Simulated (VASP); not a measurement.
Crystal: ZnH2.

```
CELL_PARAMETERS angstrom
2.63291 0.00000 0.00000
-1.31646 2.28017 0.00000
0.00000 0.00000 4.80060
ATOMIC_POSITIONS crystal
Zn 0.00000 0.00000 0.00000
H 0.66667 0.33333 0.75428
H 0.33333 0.66667 0.24572
```

The cell was generated, and may not be a known phase.

| Quantity | Value |
| --- | --- |
| Program | VASP 6.6.1 |
| Task | relaxation of cell and atoms |
| Functional | PBE |
| Potentials or basis | VASP PAW PBE potentials, release 64 (Zn, H) |
| Cutoff | 500 eV |
| k mesh | 6 × 6 × 4 |
| Occupations | gaussian, width 0.1 eV |
| Spin | no spin polarisation |

At the start: pressure 1.9 GPa; volume 9.61 Å³/atom.

Task: How do energy, volume and symmetry change on relaxing?

Result: Over 6 steps the energy falls by 66.0 meV/atom and the volume is 9.88 Å³/atom (+2.8 %); space group P-3m1 (No. 164, to 0.1 Å) before and after.

The path:
```csv
step,energy change (eV),largest force (eV/Å),pressure (GPa),volume (Å³)
1,0.0000,0.6652,1.85,28.82
2,-0.1101,0.4800,0.70,29.27
3,-0.1924,0.1872,-0.90,29.94
4,-0.1946,0.1403,-1.12,30.04
5,-0.1947,0.1307,-1.18,30.06
6,-0.1980,0.0364,0.16,29.64
```

Final structure:
```xyz
3
Lattice="2.7855 0.0000 0.0000 -1.3927 2.4123 0.0000 0.0000 0.0000 4.4110" Properties=species:S:1:pos:R:3 pbc="T T T"
Zn   -1.3927    2.4123    0.0000
H     1.3927    0.8041    3.4304
H     0.0000    1.6082    0.9806
```

Caveat: the k points lie up to 0.43 Å⁻¹ apart in the final cell.
